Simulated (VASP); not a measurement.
The system is Si2GeN.

```
CELL_PARAMETERS angstrom
3.64942 0.00000 0.00000
0.00000 3.64942 0.00000
0.00000 0.00000 5.18848
ATOMIC_POSITIONS crystal
Si 0.50000 0.00000 0.75750
Si 0.00000 0.50000 0.24250
Ge 0.00000 0.00000 0.50000
N 0.50000 0.50000 0.00000
```

The cell was built from a structure type or drawn by symmetry, and may not be a known phase.

```yaml
Program: VASP 6.6.1
Task: relaxation of cell and atoms
Functional: PBE
Potentials_or_basis: VASP PAW PBE potentials, release 64 (Si, Ge_d, N)
Cutoff: 600 eV
k_mesh: 6 × 6 × 4
Occupations: gaussian, width 0.1 eV
Spin: no spin polarisation
```

At the start: pressure -3.3 GPa; volume 17.28 Å³/atom.

Problem. How do energy, volume and symmetry change on relaxing?

Solution. Over 13 steps the energy falls by 300.4 meV/atom and the volume is 15.38 Å³/atom (-11.0 %); space group P-4m2 (No. 115, to 0.1 Å) before and after.

The path:
```tsv
step	energy change (eV)	largest force (eV/Å)	pressure (GPa)	volume (Å³)
1	0.0000	3.2463	-3.30	69.10
2	-0.8592	1.6949	-2.74	65.60
3	-1.1527	0.3160	-1.04	62.13
4	-1.1548	0.1134	-1.38	62.43
5	-1.1547	0.1985	-1.27	62.30
6	-1.1838	0.0261	1.40	60.75
7	-1.1842	0.0029	1.68	60.55
8	-1.1992	0.0069	-0.07	61.62
9	-1.1998	0.0120	-0.57	61.90
10	-1.1998	0.0113	-0.49	61.87
11	-1.2012	0.0523	-0.06	61.58
12	-1.2012	0.0607	0.04	61.53
13	-1.2015	0.0118	-0.05	61.50
```

Final structure:
```
Si Ge N
1.0
     3.63598    0.00000    0.00000
     0.00000    3.63598    0.00000
     0.00000    0.00000    4.65205
Si Ge N
2 1 1
Direct
  0.50000 0.00000 0.81848
  0.00000 0.50000 0.18152
  0.00000 0.00000 0.50000
  0.50000 0.50000 0.00000
```
